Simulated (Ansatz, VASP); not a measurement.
**Hf in VASP and in Ansatz**

```
Hf
1.0
     0.00000    2.23470    2.23470
     2.23470    0.00000    2.23470
     2.23470    2.23470    0.00000
Hf
1
Direct
  0.00000 0.00000 0.00000
```

Change from the starting cell: volume scaled by 1.02, crystal datasets.

Alike in both runs: task electric field gradients; functional PBE; k mesh 13 × 13 × 13; occupations fermi-dirac, width 0.03 eV; no spin polarisation.

|  | VASP | Ansatz |
| --- | --- | --- |
| version | VASP 6.6.1 | Ansatz 0.2.0 |
| potentials or method | VASP PAW PBE potentials, release 64 (Hf_pv), cutoff 400 eV | all-electron PAW with datasets made for the crystal, scalar-relativistic |

```tsv
	VASP	Ansatz	Ansatz less VASP
pressure (GPa)	0.5	1.1	+0.51
```

Ansatz ran all-electron here, and VASP with PAW potentials.

Neither program's run includes spin-orbit coupling.
